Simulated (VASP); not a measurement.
Here is a VASP 6.6.1 calculation.

Contents of INCAR:

```
SYSTEM = ZnO
PREC = Accurate
ENCUT = 520
EDIFF = 1E-7
ISMEAR = 0
SIGMA = 0.02
LREAL = .False.
LASPH = .True.
NELM = 80
ALGO = Normal
ISIF = 2
LWAVE = .False.
LCHARG = .False.
GGA = PE
NBANDS = 26
```

KPOINTS

```
regular mesh
0
Gamma
  12 12 6
  0 0 0
```

The input POSCAR:

```
ZnO
1.0
    3.2794671159      0.0000000000      0.0000000000
   -1.6397335579      2.8401018333      0.0000000000
    0.0000000000      0.0000000000      5.2937265030
Zn O
2 2
Direct
    0.3333333333      0.6666666667      0.0015128026
    0.6666666667      0.3333333333      0.5015128026
    0.3333333333      0.6666666667      0.3805871974
    0.6666666667      0.3333333333      0.8805871974
```

Potentials or basis: VASP PAW PBE potentials, release 64 (Zn, O).

The run is started by

```sh
$ cat potpaw_PBE.64/Zn/POTCAR potpaw_PBE.64/O/POTCAR > POTCAR
$ mpirun -np 1 vasp_std > vasp.out
```

Q: What does it give for the band gap on the k mesh?

A: 0.73 eV, direct.

Q: Estimate the pressure.

A: 0.9 GPa.

Expect the measured gap to be larger: semilocal functionals such as PBE lack the derivative discontinuity.
